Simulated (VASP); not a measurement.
C: relaxation of cell and atoms with LDA

Crystal: C.

```xyz
8
Lattice="-2.4104 2.4104 2.4104 2.4104 -2.4104 2.4104 2.4104 2.4104 -2.4104" Properties=species:S:1:pos:R:3 pbc="T T T"
C    -0.7941    0.7971    0.7920
C     1.6156    1.6303    1.6386
C     0.7871   -0.7627    0.7966
C     0.7604    0.8066   -0.8055
C     1.6303   -1.6443    1.6332
C     0.7827    0.7723    0.8269
C    -1.6183    1.6272    1.6164
C     1.6569    1.5943   -1.6775
```

```yaml
Program: VASP 6.6.1
Task: relaxation of cell and atoms
Functional: LDA
Potentials_or_basis: VASP PAW LDA potentials, release 64 (C)
Cutoff: 600 eV
k_mesh: 6 × 6 × 6
Occupations: gaussian, width 0.05 eV
Spin: no spin polarisation
Dipole_correction: no
Further_INCAR_settings: ALGO = Normal; EDIFF = 1e-07; IBRION = 2; EDIFFG = -0.01; NSW = 100; ISIF = 3
```

```yaml
Relaxed_volume: 7.01 Å³/atom
Relaxed_cell: a = 4.177 Å, b = 4.177 Å, c = 4.177 Å, α = 109.42°, β = 109.49°, γ = 109.50°
Space_group_after_relaxing_to_0.1_Å: Im-3m (No. 229)
Energy_gained_by_relaxing: 27.7 meV/atom
Ionic_steps: 10
Pressure_after_relaxing: 0.0 GPa
Largest_force_after_relaxing: 0.009 eV/Å
Band_gap_on_the_k_mesh: 2.89 eV (least direct gap 3.82 eV)
```

Forces on the atoms (eV/Å):
```
C   -0.001 -0.002 -0.001
C    0.002 -0.003 -0.004
C   -0.003  0.000 -0.007
C    0.002  0.008 -0.002
C    0.002 -0.003  0.007
C   -0.002  0.003  0.002
C    0.001  0.003  0.000
C   -0.001 -0.006  0.005
```

Stress tensor (GPa, compression positive):
```
-0.17  0.00  0.01
 0.00  0.07  0.00
 0.01  0.00  0.11
```

The path:
```tsv
step	energy change (eV)	largest force (eV/Å)	pressure (GPa)	volume (Å³)
1	0.0000	2.9831	1.45	56.02
2	0.3957	4.3321	-0.15	56.53
3	-0.1922	0.7595	-0.72	56.20
4	-0.1648	1.4862	1.32	56.04
5	-0.2197	0.2027	-0.05	56.13
6	-0.2183	0.4131	-0.34	56.11
7	-0.2212	0.1002	-0.18	56.12
8	-0.2215	0.0795	0.16	56.08
9	-0.2216	0.0221	0.05	56.09
10	-0.2216	0.0087	0.00	56.10
```

Final structure:
```yaml
crystal:
  lattice:
    - [-2.41301, 2.41116, 2.41064]
    - [2.41298, -2.41116, 2.41061]
    - [2.41302, 2.41117, -2.41064]
  atoms:
    - { symbol: C, position: [0.32564, 0.00012, 0.00011] }
    - { symbol: C, position: [0.67441, 0.67446, 0.67449] }
    - { symbol: C, position: [0.00007, 0.32558, 0.99993] }
    - { symbol: C, position: [0.99993, 0.99988, 0.32547] }
    - { symbol: C, position: [0.99996, 0.67444, 0.00010] }
    - { symbol: C, position: [0.32561, 0.32555, 0.32552] }
    - { symbol: C, position: [0.67436, 0.99988, 0.99988] }
    - { symbol: C, position: [0.00004, 0.00009, 0.67451] }
```

Levels at points of the mesh, in eV from the valence-band top:
```
           k point  band 14  band 15  band 16  band 17  band 18  band 19
(0.00, 0.00, 0.00)    -0.35    -0.34    -0.34     4.06     4.08     4.09
(0.50, 0.00, 0.00)    -3.10    -2.36    -2.18     3.87     5.48     5.81
(0.00, 0.50, 0.00)    -3.09    -2.37    -2.18     3.86     5.49     5.81
(0.00, 0.00, 0.50)    -3.09    -2.37    -2.18     3.86     5.50     5.81
(0.50, 0.00, 0.50)    -3.09    -2.37    -2.18     3.86     5.49     5.81
(0.50, 0.50, 0.00)    -3.09    -2.37    -2.18     3.86     5.50     5.81
(0.00, 0.50, 0.50)    -3.10    -2.36    -2.18     3.87     5.48     5.81
(0.50, 0.50, 0.50)     0.00     0.00     0.00     3.82     5.86     5.86
```

Wall time 29 min on 1 thread of Oxide Virtual Turin-like Processor (shared host), peak memory 0.21 GiB.

A k mesh can miss the band edges.
